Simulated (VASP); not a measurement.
Write the native input for VASP 6.6.1 that does the following.

```
Task                   : single point
Functional             : r2SCAN
Potentials or basis    : VASP PAW PBE potentials, release 64 (Y_sv)
Cutoff                 : 520 eV
k mesh                 : 16 × 16 × 16
Occupations            : gaussian, width 0.15 eV
Spin                   : no spin polarisation
Dipole correction      : no
Further INCAR settings : ALGO = Normal; EDIFF = 1e-07; NBANDS = 12
```

Crystal: Y.

```
Y
1.0
     0.00000    2.28620    2.28620
     2.28620    0.00000    2.28620
     2.28620    2.28620    0.00000
Y
1
Direct
  0.00000 0.00000 0.00000
```

This cell differs from its parent crystal: strain -0.080 along x and y, -0.080 along z.

These files were run (other wordings do the same):

POSCAR

```
Y
1.0
    0.0000000000      2.2862000000      2.2862000000
    2.2862000000      0.0000000000      2.2862000000
    2.2862000000      2.2862000000      0.0000000000
Y
1
Direct
    0.0000000000      0.0000000000      0.0000000000
```

INCAR.step1

```
SYSTEM = Y
ALGO = Normal ; EDIFF = 1E-4
ENCUT = 520 ; GGA = PE
ISMEAR = 0 ; LASPH = .TRUE.
LCHARG = .FALSE. ; LREAL = .FALSE.
LWAVE = .TRUE. ; NBANDS = 12
NELM = 80 ; PREC = Accurate
SIGMA = 0.15
```

INCAR.step2

```
SYSTEM = Y
ALGO = Normal ; EDIFF = 1E-7
ENCUT = 520 ; ISIF = 2
ISMEAR = 0 ; ISTART = 1
LASPH = .TRUE. ; LCHARG = .FALSE.
LMIXTAU = .TRUE. ; LREAL = .FALSE.
LWAVE = .FALSE. ; METAGGA = R2SCAN
NBANDS = 12 ; NELM = 80
PREC = Accurate ; SIGMA = 0.15
```

KPOINTS

```
k-points
0
G
  16 16 16
  0 0 0
```

Potentials or basis: VASP PAW PBE potentials, release 64 (Y_sv).

Run with:

```console
$ cat potpaw_PBE.64/Y_sv/POTCAR > POTCAR
$ cp INCAR.step1 INCAR
$ mpirun -np 1 vasp_std > vasp.out
$ cp INCAR.step2 INCAR
$ mpirun -np 1 vasp_std > vasp.out
```

It gave:

| Property | Result |
| --- | --- |
| Pressure | 20.4 GPa |

Caveat: the cell differs from its parent crystal (strain -0.080 along x and y, -0.080 along z); the PAW data sets were made with another functional, which shifts forces and pressure a little.

Run time: 5.6 min on 1 thread of AMD EPYC 7R43 64-Core Processor (Zen 3), with other jobs on the host, peak memory 0.15 GiB.
